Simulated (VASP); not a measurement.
Here is a VASP 6.6.1 calculation.

INCAR

```
SYSTEM = C18F
ALGO = Normal
EDIFF = 1E-6
ENCUT = 520
ISIF = 2
ISMEAR = -1
ISPIN = 2
LASPH = .TRUE.
LCHARG = .FALSE.
LORBIT = 11
LREAL = Auto
LWAVE = .FALSE.
MAGMOM = 0 0 0 0 0 0 0 0 0 0 0 0 0 0 0 0 0 0 0
NBANDS = 58
NELM = 150
PREC = Accurate
SIGMA = 0.05
```

The input KPOINTS:

```
k-points
0
G
  2 2 1
  0 0 0
```

The input POSCAR:

```
C18F
1.0
    7.3980000000      0.0000000000      0.0000000000
   -3.6990000000      6.4068560000      0.0000000000
    0.0000000000      0.0000000000     11.0000000000
C F
18 1
Direct
    0.0063739137      0.0039705903      0.0860276364
    0.2292189692      0.1162211231      0.0847192727
    0.0041328231      0.3365830292      0.0900402727
    0.2288619015      0.4489465660      0.1201566364
    0.0063743813      0.6714375975      0.0860219091
    0.2292187239      0.7820278776      0.0847129091
    0.3401512244      0.0045911755      0.0814740000
    0.5621955838      0.1156147415      0.0812497273
    0.3412260400      0.3365842778      0.0900367273
    0.5615893011      0.4485930385      0.0847080000
    0.3412232170      0.6736697375      0.0900369091
    0.5615874304      0.7820272533      0.0847102727
    0.6732155243      0.0045905511      0.0814713636
    0.8957771655      0.1162201866      0.0847181818
    0.6732176098      0.3376590640      0.0814643636
    0.8957792632      0.4485906972      0.0847097273
    0.6738438381      0.6714386901      0.0860230909
    0.8955318133      0.7822826048      0.0856787273
    0.2288573609      0.4489272117      0.2565859091
```

Potentials or basis: VASP PAW LDA potentials, release 64 (C, F).

Launch:

```sh
$ cat potpaw_LDA.64/C/POTCAR potpaw_LDA.64/F/POTCAR > POTCAR
$ mpirun -np 1 vasp_std > vasp.out
```

(1) Predict the net moment.

(2) Predict the largest force.

Results:

(1) 0.00 μB per cell.

(2) 0.246 eV/Å.

Caveat: the k points lie up to 0.49 Å⁻¹ apart.
